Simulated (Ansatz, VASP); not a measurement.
## BaTiO3: VASP beside Ansatz

```
Ba Ti O
1.0
     3.95204    0.00000    0.00000
     0.00000    3.95204    0.00000
     0.00000    0.00000    4.06090
Ba Ti O
1 1 3
Direct
  0.00000 0.00000 0.99645
  0.50000 0.50000 0.48030
  0.50000 0.50000 0.02950
  0.50000 0.00000 0.51838
  0.00000 0.50000 0.51838
```

Alike in both runs: functional PBEsol; k mesh 4 × 4 × 4; no spin polarisation.

Ansatz relaxed the structure, and its values are those at the end. VASP's run is a single point on that final structure, the one shown.

|  | VASP | Ansatz |
| --- | --- | --- |
| version | VASP 6.6.1 | Ansatz 0.2.0 |
| potentials or method | VASP PAW PBE potentials, release 64 (Ba_sv, Ti_sv, O), cutoff 520 eV | plane waves, PAW |
| occupations | gaussian, width 0.01 eV | fixed |
| valence electrons in the cell | 40 | 40 |

```tsv
	VASP	Ansatz	Ansatz less VASP
pressure (GPa)	1.9	0.0	-1.93
rms of the force components (eV/Å)	0.024	0.001	-0.0233
```

VASP's potentials were made for PBE, not for PBEsol.

Neither program's run includes spin-orbit coupling.
